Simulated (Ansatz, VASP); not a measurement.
**Two plane-wave programs on WSe2**

```
CELL_PARAMETERS angstrom
3.57414 0.00000 0.00000
-1.78707 3.09530 0.00000
0.00000 0.00000 14.35555
ATOMIC_POSITIONS crystal
W 0.00000 0.00000 0.00000
Se 0.33333 0.66667 0.09979
Se 0.33333 0.66667 0.90021
```

Alike in both runs: task single point; functional r2SCAN; k mesh 12 × 12 × 2; occupations gaussian, width 0.05 eV; no spin polarisation.

|  | VASP | Ansatz |
| --- | --- | --- |
| version | VASP 6.6.1 | Ansatz 0.2.0 |
| potentials or method | VASP PAW PBE potentials, release 64 (W_sv, Se), cutoff 520 eV | scalar-relativistic, plane waves, PAW |
| valence electrons in the cell | 26 | 46 |

Ansatz gave:

| Property | Result |
| --- | --- |
| gap on the k mesh at the Fermi level (eV) | none |
| rms of the force components (eV/Å) | 1.416 |

Q: Estimate VASP's values.

A: gap on the k mesh at the Fermi level (eV): none; rms of the force components (eV/Å): 1.434.

VASP's potentials were made for PBE, not for r2SCAN. Atom by atom the forces differ by 0.018 eV/Å (rms over components). A gap of «none» marks a metal or a gap that the smearing closes. VASP's potentials hold 26 valence electrons a cell and Ansatz's 46, so a difference there can come from the potentials and not from the codes.

Neither program's run includes spin-orbit coupling.
